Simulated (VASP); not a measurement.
# TaAgC (P4/mmm) in VASP: further runs

The runs below take TaAgC through single point, relaxation of cell and atoms, with PBE.

All numbers are computed with VASP 6.6.1; they aren't measurements. Logs are shortened: lines on timing, memory, paths and dates and some standing lists are left out, and cuts for length are marked.

## 1. The cell of the first run

The structure is tetragonal, space group P4/mmm (No. 123). Conventional cell: a = 3.023 Å, b = 3.023 Å, c = 5.700 Å, α = 90.00°, β = 90.00°, γ = 90.00°. Ta (site symmetry 4/mmm) has 4 C at 2.14 Å within 2.8 Å. Ag (site symmetry 4/mmm) has 2 Ta at 2.85 Å and 4 Ag at 3.02 Å and 8 C at 3.56 Å within 3.8 Å. C (site symmetry 4/mmm) has 4 Ta at 2.14 Å within 2.8 Å.

## 2. Single point, PBE

Contents of INCAR:

```
SYSTEM = TaAgC
ALGO = Normal
EDIFF = 1E-6
ENCUT = 520
GGA = PE
ISIF = 2
ISMEAR = 0
LASPH = .True.
LCHARG = .False.
LREAL = .False.
LWAVE = .False.
NBANDS = 35
NELM = 80
PREC = Accurate
SIGMA = 0.2
```

Contents of KPOINTS:

```
k-points
0
Gamma
  8 4 4
  0 0 0
```

Contents of POSCAR:

```
TaAgC
1.0
    0.0000000000      3.0229279323      0.0000000000
    0.0000000000      0.0000000000      5.6998691364
    6.0458558645      0.0000000000      0.0000000000
Ta Ag C
2 2 2
Direct
    0.5000000000      0.5000000000      0.2500000000
    0.5000000000      0.5000000000      0.7500000000
    0.5000000000      0.0000000000      0.2500000000
    0.5000000000      0.0000000000      0.7500000000
    0.0000000000      0.5000000000      0.5000000000
    0.0000000000      0.5000000000      1.0000000000
```

Potentials or basis: VASP PAW PBE potentials, release 64 (Ta_pv, Ag, C).

Run with:

```
> cat potpaw_PBE.64/Ta_pv/POTCAR potpaw_PBE.64/Ag/POTCAR potpaw_PBE.64/C/POTCAR > POTCAR
> mpirun -np 1 vasp_std > vasp.out
```

OUTCAR:

```text
SYSTEM = TaAgC
   EDIFF = 1E-6
   ENCUT = 520
   GGA = PE
   ISIF = 2
   ISMEAR = 0
   LASPH = .True.
   LREAL = .False.
   NELM = 80
   PREC = Accurate

 ion  position               nearest neighbor table
   1  0.500  0.500  0.250-   5 2.14   6 2.14   5 2.14   6 2.14   3 2.85   3 2.85   2 3.02   2 3.02

   2  0.500  0.500  0.750-   5 2.14   6 2.14   5 2.14   6 2.14   4 2.85   4 2.85   1 3.02   1 3.02

   3  0.500  0.000  0.250-   1 2.85   1 2.85   4 3.02   4 3.02
   4  0.500  0.000  0.750-   2 2.85   2 2.85   3 3.02   3 3.02
   5  0.000  0.500  0.500-   1 2.14   2 2.14   1 2.14   2 2.14
   6  0.000  0.500  0.000-   1 2.14   2 2.14   1 2.14   2 2.14

  LATTYP: Found a simple orthorhombic cell.
 ALAT       =     3.0229279323
 B/A-ratio  =     1.8855458231
 C/A-ratio  =     2.0000000000

  Lattice vectors:

 A1 = (   0.0000000000,   3.0229279323,   0.0000000000)
 A2 = (   0.0000000000,   0.0000000000,   5.6998691364)
 A3 = (   6.0458558645,   0.0000000000,   0.0000000000)

Analysis of symmetry for initial positions (statically):
=====================================================================
 Subroutine PRICEL returns following result:

  LATTYP: Found a simple tetragonal cell.
 ALAT       =     3.0229279323
 C/A-ratio  =     1.8855458231

  Lattice vectors:

 A1 = (   0.0000000000,  -3.0229279323,   0.0000000000)
 A2 = (   3.0229279323,   0.0000000000,   0.0000000000)
 A3 = (   0.0000000000,   0.0000000000,   5.6998691364)

   2 primitive cells build up your supercell.

 Routine SETGRP: Setting up the symmetry group for a
 simple orthorhombic supercell.

 Subroutine GETGRP returns: Found  8 space group operations
 (whereof  8 operations were pure point group operations)
 out of a pool of  8 trial point group operations.

The static configuration has the point symmetry D_2h.

Analysis of symmetry for dynamics (positions and initial velocities):
=====================================================================
 Subroutine PRICEL returns following result:

  LATTYP: Found a simple tetragonal cell.
 ALAT       =     3.0229279323
 C/A-ratio  =     1.8855458231

  Lattice vectors:

 A1 = (   0.0000000000,  -3.0229279323,   0.0000000000)
 A2 = (   3.0229279323,   0.0000000000,   0.0000000000)
 A3 = (   0.0000000000,   0.0000000000,   5.6998691364)

   2 primitive cells build up your supercell.

 Routine SETGRP: Setting up the symmetry group for a
 simple orthorhombic supercell.

 Subroutine GETGRP returns: Found  8 space group operations
 (whereof  8 operations were pure point group operations)
 out of a pool of  8 trial point group operations.

The dynamic configuration has the point symmetry D_2h.

 Subroutine INISYM returns: Found  8 space group operations
 (whereof  8 operations are pure point group operations),
 and found     2 'primitive' translations

----------------------------------------------------------------------------------------

                                     Primitive cell

  volume of cell :      52.0859

  direct lattice vectors                    reciprocal lattice vectors
     0.000000000 -3.022927932  0.000000000     0.000000000 -0.330805108  0.000000000
     3.022927932  0.000000000  0.000000000     0.330805108  0.000000000  0.000000000
     0.000000000  0.000000000  5.699869136     0.000000000  0.000000000  0.175442624

  length of vectors
     3.022927932  3.022927932  5.699869136     0.330805108  0.330805108  0.175442624

  position of ions in fractional coordinates (direct lattice)
     0.500000000  0.500000000  0.500000000
     0.500000000  0.500000000  0.000000000
     0.000000000  0.000000000  0.500000000

  ion indices of the primitive-cell ions
   primitive index   ion index
                 1           1
                 2           3
                 3           5

----------------------------------------------------------------------------------------

 KPOINTS: k-points

Automatic generation of k-mesh.
 Grid dimensions read from file:
 generate k-points for:    8    4    4

 Generating k-lattice:

  Cartesian coordinates                     Fractional coordinates (reciprocal lattice)
     0.000000000  0.041350638  0.000000000     0.125000000  0.000000000  0.000000000
     0.000000000  0.000000000  0.043860656     0.000000000  0.250000000  0.000000000
     0.041350638  0.000000000  0.000000000     0.000000000  0.000000000  0.250000000

  Length of vectors
     0.041350638  0.043860656  0.041350638

  Shift w.r.t. Gamma in fractional coordinates (k-lattice)
     0.000000000  0.000000000  0.000000000

 Subroutine IBZKPT returns following result:
 ===========================================

 Found     45 irreducible k-points:

 Following reciprocal coordinates:
            Coordinates               Weight
  0.000000  0.000000  0.000000      1.000000
  0.125000  0.000000  0.000000      2.000000
  0.250000  0.000000  0.000000      2.000000
  0.375000  0.000000  0.000000      2.000000
  0.500000  0.000000  0.000000      1.000000
  0.000000  0.250000  0.000000      2.000000
[... 16 lines left out ...]
  0.250000  0.250000  0.250000      8.000000
  0.375000  0.250000  0.250000      8.000000
 [... further k-points ...]
   k-points           NKPTS =     45   k-points in BZ     NKDIM =     45   number of bands    NBANDS=     35
   number of dos      NEDOS =    301   number of ions     NIONS =      6
   total plane-waves  NPLWV =  48384
   dimension x,y,z NGX =    24 NGY =   42 NGZ =   48
   dimension x,y,z NGXF=    48 NGYF=   84 NGZF=   96
   ions per type =               2   2   2
   NGX,Y,Z   is equivalent  to a cutoff of  13.20, 12.25, 13.20 a.u.
   NGXF,Y,Z  is equivalent  to a cutoff of  26.40, 24.50, 26.40 a.u.
 SYSTEM =  TaAgC
   PREC   = accura    normal or accurate (medium, high low for compatibility)
   ISTART =      0    job   : 0-new  1-cont  2-samecut
   ICHARG =      2    charge: 1-file 2-atom 10-const
   ISPIN  =      1    spin polarized calculation?
   LNONCOLLINEAR =      F non collinear calculations
   LSORBIT =      F    spin-orbit coupling
   LASPH  =      T    aspherical Exc in radial PAW
   ENCUT  =  520.0 eV  38.22 Ry    6.18 a.u.   5.62 10.60 11.24*2*pi/ulx,y,z
   NELM   =     80;   NELMIN=  2; NELMDL= -5     # of ELM steps
   EDIFF  = 0.1E-05   stopping-criterion for ELM
   LREAL  =      F    real-space projection
   EDIFFG = 0.1E-04   stopping-criterion for IOM
   NSW    =      0    number of steps for IOM
   IBRION =     -1    ionic relax: 0-MD 1-quasi-New 2-CG
   NFREE  =      0    steps in history (QN), initial steepest desc. (CG)
   ISIF   =      2    stress and relaxation
   ISYM   =      2    0-nonsym 1-usesym 2-fastsym
   POTIM  = 0.5000    time-step for ionic-motion
   TEBEG  =    0.0;   TEEND  =   0.0 temperature during run
   PSTRESS=    0.0 pullay stress
   NELECT =      52.0000    total number of electrons
   NUPDOWN=      -1.0000    fix difference up-down
   EMIN   =  10.00;   EMAX   =-10.00  energy-range for DOS
   EFERMI =   0.00;   METHOD = LEGACY
   ISMEAR =     0;   SIGMA  =   0.20  broadening in eV -4-tet -1-fermi 0-gaus
   EFERMI_NEDOS =   21; number of points for ismear=-14 and -15
   IALGO  =     38    algorithm
   IMIX   =      4    mixing-type and parameters
     AMIX     =   0.40;   BMIX     =  1.00
     AMIX_MAG =   1.60;   BMIX_MAG =  1.00
  volume/ion in A,a.u.               =      17.36       117.16
  Fermi-wavevector in a.u.,A,eV,Ry     =   1.298651  2.454095 22.946150  1.686494
  Thomas-Fermi vector in A             =   2.429966
   LORBIT       =      0    0 simple, 1 ext, 2 COOP (PROOUT), +10 PAW based schemes
   GGA     = PE    functional components
   LHFCALC =     F    Hartree Fock is set to
   AEXX    =    0.0000 exact exchange contribution
   IVDW    =     0    specifies the selected vdW correction
   LEPSILON=     F    determine dielectric tensor
   LRPA    =     F    only Hartree local field effects (RPA)
 non-spin polarized calculation
 Gauss-broadening in eV      SIGMA  =   0.20
  energy-cutoff  :      520.00
  volume of cell :      104.17
 maximum number of plane-waves:      2832
 NGX is ok and might be reduce to    24

 number of electron      51.9999997 magnetization

 Free energy of the ion-electron system (eV)
  ---------------------------------------------------
  ext. energy  EPLUGINS =         0.00000000
  ---------------------------------------------------
  free energy    TOTEN  =       -45.14731377 eV

  energy without entropy =      -45.08297915  energy(sigma->0) =      -45.11514646

 E-fermi :   4.8082     XC(G=0): -11.0380

 val. band max:        4.7829120547   @ k =   0.0000   0.5000   0.2500
 cond. band min:       4.8483148573   @ k =   0.5000   0.0000   0.0000
 fundamental gap:      0.0654028027
 Fermi energy:         4.8082042807

 k-point     1 :       0.0000    0.0000    0.0000
  band No.  band energies     occupation
      1     -29.9752      2.00000
      2     -29.8350      2.00000
      3     -29.7814      2.00000
      4     -29.4164      2.00000
      5     -29.4164      2.00000
      6     -29.3410      2.00000
[... 27 lines left out ...]
     34       9.1235      0.00000
     35       9.5431      0.00000

 k-point     2 :       0.1250    0.0000    0.0000
  band No.  band energies     occupation
      1     -29.9616      2.00000
      2     -29.8272      2.00000
      3     -29.7744      2.00000
      4     -29.5017      2.00000
      5     -29.4233      2.00000
      6     -29.4054      2.00000
[... 27 lines left out ...]
     34       9.6944      0.00000
     35       9.8068      0.00000

 k-point     3 :       0.2500    0.0000    0.0000
  band No.  band energies     occupation
      1     -29.9287      2.00000
      2     -29.8083      2.00000
      3     -29.7575      2.00000
      4     -29.7025      2.00000
      5     -29.6174      2.00000
      6     -29.3789      2.00000
[... 27 lines left out ...]
     34      10.0514      0.00000
     35      10.4103      0.00000
[... 723 lines left out ...]
 k-point    23 :       0.2500    0.2500    0.2500
  band No.  band energies     occupation
      1     -29.8515      2.00000
      2     -29.8026      2.00000
      3     -29.7666      2.00000
      4     -29.6903      2.00000
      5     -29.6299      2.00000
      6     -29.4625      2.00000
[... 27 lines left out ...]
     34       9.6999      0.00000
     35      10.0682      0.00000

 k-point    24 :       0.3750    0.2500    0.2500
  band No.  band energies     occupation
      1     -29.8835      2.00000
      2     -29.8227      2.00000
      3     -29.8152      2.00000
      4     -29.7838      2.00000
      5     -29.7493      2.00000
      6     -29.4348      2.00000
[... 27 lines left out ...]
     34       9.9441      0.00000
     35      10.4727      0.00000

 [... further k-points ...]
[... 5 lines left out ...]
  --------------------------------------------------------------------------------------
  -------------------------------------------------------------------------------------
  Total       -0.3006025     -0.3005848      0.6187781      0.0000000      0.0000000      0.0000000
  in kB       -4.6233062     -4.6230348      9.5168898      0.0000000      0.0000000      0.0000000
  external PRESSURE =       0.0901829 kB  Pullay stress =       0.0000000 kB

 VOLUME and BASIS-vectors are now :
 -----------------------------------------------------------------------------
  energy-cutoff  :      520.00
  volume of cell :      104.17
      direct lattice vectors                 reciprocal lattice vectors
     0.000000000  3.022927932  0.000000000     0.000000000  0.330805108  0.000000000
     0.000000000  0.000000000  5.699869136     0.000000000  0.000000000  0.175442624
     6.045855865  0.000000000  0.000000000     0.165402554  0.000000000  0.000000000

 POSITION                                       TOTAL-FORCE (eV/Angst)
 -----------------------------------------------------------------------------------
      1.51146      1.51146      2.84993        -0.000000      0.000000      0.000000
      4.53439      1.51146      2.84993        -0.000000      0.000000      0.000000
      1.51146      1.51146      0.00000         0.000000     -0.000000      0.000000
      4.53439      1.51146      0.00000        -0.000000     -0.000000      0.000000
      3.02293      0.00000      2.84993        -0.000000      0.000000     -0.000000
      0.00000      0.00000      2.84993        -0.000000      0.000000     -0.000000
 -----------------------------------------------------------------------------------
    total drift:                               -0.000000      0.000000      0.000000

  FREE ENERGIE OF THE ION-ELECTRON SYSTEM (eV)
  ---------------------------------------------------
  free  energy   TOTEN  =       -45.1473137657 eV

  energy  without entropy=      -45.0829791457  energy(sigma->0) =      -45.11514646
```

It took 93 s on 1 thread of AMD EPYC 9R45 (Zen 5), shared host; peak memory 0.28 GiB.

What came out:

```yaml
Free_energy: -45.1473 eV
Pressure: 0.0 GPa
Band_gap_on_the_k_mesh: zero (band 26 reaches 5.37 eV, above the bottom of band 27 at 4.20 eV)
```

Levels at points of the mesh, in eV from the Fermi level:
```
           k point  band 24  band 25  band 26  band 27  band 28  band 29
(0.00, 0.00, 0.00)    -2.27    -0.30     0.55     0.55     1.25     2.66
(0.50, 0.00, 0.00)    -0.30    -0.17     0.04     0.04     1.25     1.62
(0.00, 0.50, 0.00)    -1.80    -0.42     0.52     0.58     0.58     0.82
(0.50, 0.50, 0.00)    -0.85    -0.85    -0.42    -0.05     0.69     0.82
(0.00, 0.00, 0.50)    -2.59    -2.51    -2.51     1.59     1.59     2.48
(0.50, 0.00, 0.50)    -2.12     0.21     0.21     0.98     0.98     2.69
(0.00, 0.50, 0.50)    -2.60    -1.09    -1.09    -0.61    -0.61     1.61
(0.50, 0.50, 0.50)    -2.57     0.11     0.11     0.14     0.14     2.79
```

Caveat: spin-orbit coupling is left out, which moves the levels of the heavy elements.

## 3. Single point, PBE

This run uses another cell than the first one: it holds 3 atoms, not 6.

Contents of INCAR:

```
  PREC = Accurate
  ENCUT = 520
  EDIFF = 1E-6
  ISMEAR = 0
  SIGMA = 0.1
  LREAL = F
  LASPH = T
  NELM = 60
  ALGO = Normal
  ISIF = 2
  LWAVE = F
  LCHARG = F
  GGA = PE
  NBANDS = 20
```

Contents of KPOINTS:

```
regular mesh
0
Gamma
  16 16 8
```

Contents of POSCAR:

```
TaAgC
1.0
    3.0229279323      0.0000000000      0.0000000000
    0.0000000000      3.0229279323      0.0000000000
    0.0000000000      0.0000000000      5.6998691364
Ta Ag C
1 1 1
Direct
    0.5000000000      0.5000000000      0.5000000000
    0.5000000000      0.5000000000      0.0000000000
    0.0000000000      0.0000000000      0.5000000000
```

Potentials or basis: VASP PAW PBE potentials, release 64 (Ta_pv, Ag, C).

Run with:

```
> cat potpaw_PBE.64/Ta_pv/POTCAR potpaw_PBE.64/Ag/POTCAR potpaw_PBE.64/C/POTCAR > POTCAR
> mpirun -np 1 vasp_std > vasp.out
```

Wall time 3.4 min (1 thread of Oxide Virtual Turin-like, shared host); peak memory 0.34 GiB.

Results (log left out):

```yaml
Free_energy: -22.5565 eV
Pressure: 0.2 GPa
Band_gap_on_the_k_mesh: zero (band 13 reaches 5.38 eV, above the bottom of band 14 at 4.20 eV)
```

Stress tensor (GPa, compression positive):
```
 0.34  0.00  0.00
 0.00  0.34  0.00
 0.00  0.00 -0.01
```

Levels at points of the mesh, in eV from the Fermi level:
```csv
k point,band 9,band 10,band 11,band 12,band 13,band 14,band 15,band 16,band 17,band 18
"(0.00, 0.00, 0.00)",-3.68,-3.12,-2.95,-2.33,0.49,0.49,2.60,2.60,3.00,4.26
"(0.50, 0.00, 0.00)",-4.18,-3.61,-3.59,-2.70,-0.34,1.20,3.07,3.11,4.67,5.61
"(0.50, 0.50, 0.00)",-2.66,-1.83,-1.83,-0.25,-0.02,-0.02,1.57,4.53,4.53,5.86
"(0.00, 0.00, 0.50)",-3.63,-3.12,-2.36,-1.87,0.45,0.52,0.52,2.32,2.32,3.00
"(0.50, 0.00, 0.50)",-4.14,-3.96,-3.65,-3.55,-0.48,0.78,2.60,2.90,4.82,5.55
"(0.50, 0.50, 0.50)",-2.66,-1.58,-1.58,-0.91,-0.91,-0.12,0.63,5.26,5.79,5.79
```

Caveat: spin-orbit coupling is left out, which moves the levels of the heavy elements.

## 4. Relaxation of cell and atoms, PBE

This run uses another cell than the first one: it holds 3 atoms, not 6.

Contents of INCAR:

```
SYSTEM = TaAgC
PREC = Accurate
ENCUT = 600
EDIFF = 1E-6
ISMEAR = 0
SIGMA = 0.1
LREAL = .False.
LASPH = .True.
NELM = 80
ALGO = Normal
ISIF = 3
LWAVE = .False.
LCHARG = .False.
GGA = PE
IBRION = 2
NSW = 100
EDIFFG = -0.01
```

Contents of KPOINTS:

```
Automatic mesh
0
Gamma
  16 16 8
  0 0 0
```

Contents of POSCAR:

```
TaAgC
1.0
    3.0149753712      0.0000000000      0.0000000000
    0.0000000000      3.0149753712      0.0000000000
    0.0000000000      0.0000000000      5.7467423686
Ta Ag C
1 1 1
Direct
    0.5000000000      0.5000000000      0.5000000000
    0.5000000000      0.5000000000      0.0000000000
    0.0000000000      0.0000000000      0.5000000000
```

Run with:

```
> cat potpaw_PBE.64/Ta_pv/POTCAR potpaw_PBE.64/Ag/POTCAR potpaw_PBE.64/C/POTCAR > POTCAR
> mpirun -np 1 vasp_std > vasp.out
```

Run time: 9.2 min. Hardware: 1 thread of Oxide Virtual Turin-like, shared host; peak memory 0.38 GiB.

Results (log left out):

| Property | Result |
| --- | --- |
| Free energy | -22.5572 eV |
| Relaxed volume | 17.39 Å³/atom |
| Relaxed cell | a = 3.025 Å, b = 3.025 Å, c = 5.700 Å, α = 90.00°, β = 90.00°, γ = 90.00° |
| Space group after relaxing (to 0.05 Å) | P4/mmm (No. 123) |
| Energy gained by relaxing | 1.0 meV/atom |
| Ionic steps | 4 |
| Pressure after relaxing | -0.1 GPa |
| Band gap on the k mesh | zero (band 13 reaches 5.36 eV, above the bottom of band 14 at 4.19 eV) |

The path:
| step | energy change (eV) | largest force (eV/Å) | pressure (GPa) | volume (Å³) |
| --- | --- | --- | --- | --- |
| 1 | 0.0000 | 0.0000 | 0.59 | 52.24 |
| 2 | 0.0004 | 0.0000 | -1.72 | 52.72 |
| 3 | -0.0021 | 0.0000 | -0.55 | 52.47 |
| 4 | -0.0030 | 0.0000 | -0.07 | 52.16 |

Final structure:
```xyz
3
Lattice="3.0250 0.0000 0.0000 0.0000 3.0250 0.0000 0.0000 0.0000 5.7001" Properties=species:S:1:pos:R:3 pbc="T T T"
Ta    1.5125    1.5125    2.8500
Ag    1.5125    1.5125    5.7001
C     0.0000    0.0000    2.8500
```

Levels at points of the mesh, in eV from the Fermi level:
```tsv
k point	band 11	band 12	band 13	band 14	band 15	band 16
(0.00, 0.00, 0.00)	-2.95	-2.32	0.48	0.48	2.59	2.59
(0.50, 0.00, 0.00)	-3.59	-2.69	-0.34	1.20	3.07	3.10
(0.50, 0.50, 0.00)	-1.84	-0.24	-0.02	-0.02	1.56	4.52
(0.00, 0.00, 0.50)	-2.35	-1.86	0.46	0.51	0.51	2.32
(0.50, 0.00, 0.50)	-3.64	-3.54	-0.48	0.77	2.60	2.89
(0.50, 0.50, 0.50)	-1.58	-0.91	-0.91	-0.12	0.63	5.24
```

Caveat: spin-orbit coupling is left out, which moves the levels of the heavy elements.

## 5. The runs side by side

```tsv
task	cell	k mesh	cutoff (eV)	smearing	gap on the mesh (eV)	pressure (GPa)
single point	a = 3.023, b = 5.700, c = 6.046 Å, 6 atoms	8 × 4 × 4	520	gaussian 0.2 eV	none	0.0
single point	a = 3.023, b = 3.023, c = 5.700 Å, 3 atoms	16 × 16 × 8	520	gaussian 0.1 eV	none	0.2
relaxation of cell and atoms	relaxed from a = 3.015, b = 3.015, c = 5.747 Å, 3 atoms	16 × 16 × 8	600	gaussian 0.1 eV	none	-0.1
```

Alike in all rows: level PBE; potentials or basis VASP PAW PBE potentials, release 64 (Ta_pv, Ag, C); no spin polarisation.

Caveats: spin-orbit coupling is left out, which moves the levels of the heavy elements.

Total energies depend on the potentials used, so only differences within one code and one set of settings carry meaning.
